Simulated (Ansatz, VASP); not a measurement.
**InSi2B3: VASP beside Ansatz**

```
In Si B
1.0
     3.64327    0.00000    0.00000
    -1.82163    3.15516    0.00000
     0.00000    0.00000    7.18532
In Si B
1 2 3
Direct
  0.00000 0.00000 0.00000
  0.66667 0.33333 0.31897
  0.66667 0.33333 0.68103
  0.00000 0.00000 0.50000
  0.33333 0.66667 0.00000
  0.33333 0.66667 0.50000
```

Change from the starting cell: species swapped into the La2Al3Ge type (P-6m2, No. 187).

Alike in both runs: functional PBE; k mesh 12 × 12 × 6; occupations gaussian, width 0.1 eV; no spin polarisation.

Ansatz relaxed the structure, and its values are those at the end. VASP's run is a single point on that final structure, the one shown.

```csv
,VASP,Ansatz
version,VASP 6.6.1,Ansatz 0.2.0
potentials or method,"VASP PAW PBE potentials, release 64 (In_d, Si, B), cutoff 520 eV","scalar-relativistic, plane waves, PAW"
valence electrons in the cell,30,30
```

|  | VASP | Ansatz | Ansatz less VASP |
| --- | --- | --- | --- |
| gap on the k mesh at the Fermi level (eV) | none | none | - |
| pressure (GPa) | -0.1 | 0.0 | +0.09 |

A gap of «none» marks a metal or a gap that the smearing closes.
